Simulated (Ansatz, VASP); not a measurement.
# MoS2: VASP and Ansatz over several settings

```xyz
6
Lattice="3.1690 0.0000 0.0000 -1.5845 2.7444 0.0000 0.0000 0.0000 12.3240" Properties=species:S:1:pos:R:3 pbc="T T T"
Mo    1.5845    0.9148    9.2430
Mo    0.0000    1.8296    3.0810
S     1.5845    0.9148    4.6461
S     0.0000    1.8296   10.8081
S     1.5845    0.9148    1.5159
S     0.0000    1.8296    7.6779
```

Single points on this cell with VASP 6.6.1 and Ansatz 0.2.0. Each row is one pair of runs. Alike in all rows: spin: off; k mesh: 10 × 10 × 3; smearing: fermi-dirac, width 0.05 eV; VASP's potentials, cutoff: VASP PAW PBE potentials, release 64 (Mo_sv, S), 520 eV; Ansatz's potentials, cutoff: Ansatz PAW, 420 eV.

```csv
level,"gap on the k mesh at the Fermi level (eV), VASP","gap on the k mesh at the Fermi level (eV), Ansatz","least direct gap on the mesh (eV), VASP","least direct gap on the mesh (eV), Ansatz","pressure (GPa), VASP","pressure (GPa), Ansatz"
RPBE+D3(BJ),0.99,0.97,1.87,1.87,-14.9,-14.7
PBE+D3(BJ),0.94,0.93,1.87,1.87,-2.0,-1.9
PBE+D4,?,0.93,?,1.87,?,-1.6
RPBE+D4,0.99,0.97,1.87,1.87,-3.6,-3.4
```

Q: Fill in what VASP gave in row 3.

A: gap on the k mesh at the Fermi level (eV): 0.94; least direct gap on the mesh (eV): 1.87; pressure (GPa): -1.7.

Noted on Ansatz's runs: odd divisions of the mesh miss points on the zone boundary, where band edges often lie, so the gap on the mesh can be too wide.
